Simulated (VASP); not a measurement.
Set up this calculation in VASP 6.6.1, as the native input.

```yaml
Task: single point
Functional: PBE
Potentials_or_basis: VASP PAW PBE potentials, release 64 (Si, O)
Cutoff: 600 eV
k_mesh: 21 × 21 × 21
Occupations: fermi-dirac, width 0.0612256 eV
Spin: no spin polarisation
Dipole_correction: no
Further_INCAR_settings: ALGO = Normal; EDIFF = 1e-06; NBANDS = 15
```

The structure of SiO2 (fluorite type) lies in POSCAR:

```
SiO2
1.0
    0.0000000000      2.2601587737      2.2601587737
    2.2601587737      0.0000000000      2.2601587737
    2.2601587737      2.2601587737      0.0000000000
Si O
1 2
Direct
    0.0000000000      0.0000000000      0.0000000000
    0.2500000000      0.2500000000      0.2500000000
    0.7500000000      0.7500000000      0.7500000000
```

One way to write it, as run:

INCAR

```
PREC = Accurate
ENCUT = 600
EDIFF = 1E-6
ISMEAR = -1
SIGMA = 0.06122561905347299
LREAL = F
LASPH = T
NELM = 120
ALGO = Normal
ISIF = 2
LWAVE = F
LCHARG = F
GGA = PE
NBANDS = 15
GGA_COMPAT = F
```

KPOINTS

```
regular mesh
0
Gamma
  21 21 21
```

Potentials or basis: VASP PAW PBE potentials, release 64 (Si, O).

The run is started by

```console
$ cat potpaw_PBE.64/Si/POTCAR potpaw_PBE.64/O/POTCAR > POTCAR
$ mpirun -np 1 vasp_std > vasp.out
```

It gave:

- Pressure: 11.6 GPa
- Band gap on the k mesh: 2.09 eV (least direct gap 2.12 eV)

Caveat: the cell stands under pressure; an odd mesh through Γ misses points on the zone boundary, where band edges can lie.

Wall time 54 s on 1 thread of Intel(R) Xeon(R) 6975P-C (Granite Rapids), on a shared host, peak memory 0.22 GiB.
